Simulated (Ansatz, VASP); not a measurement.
**One calculation of PtSe2, two programs**

```
Se Pt
1.0
     3.70704    0.00000    0.00000
    -1.85352    3.21039    0.00000
     0.00000    0.00000   22.79816
Se Pt
4 2
Direct
  0.66667 0.33333 0.19738
  0.33333 0.66667 0.31358
  0.50000 0.00000 0.45000
  0.16667 0.33333 0.56619
  0.00000 0.00000 0.25548
  0.83333 0.66667 0.50809
```

Alike in both runs: task single point; functional PBE; dispersion D3(BJ); k mesh 9 × 9 × 1; occupations gaussian, width 0.05 eV; no spin polarisation.

|  | VASP | Ansatz |
| --- | --- | --- |
| version | VASP 6.6.1 | Ansatz 0.2.0 |
| potentials or method | VASP PAW PBE potentials, release 64 (Se, Pt), cutoff 520 eV | scalar-relativistic, plane waves, PAW |
| valence electrons in the cell | 44 | 100 |

|  | VASP | Ansatz | Ansatz less VASP |
| --- | --- | --- | --- |
| gap on the k mesh at the Fermi level (eV) | 0.60 | 0.61 | +0.009 |
| least direct gap on the mesh (eV) | 0.86 | 0.87 | +0.008 |
| rms of the force components (eV/Å) | 0.076 | 0.076 | +0.0003 |

VASP's potentials hold 44 valence electrons a cell and Ansatz's 100, so a difference there can come from the potentials and not from the codes.

Neither program's run includes spin-orbit coupling.
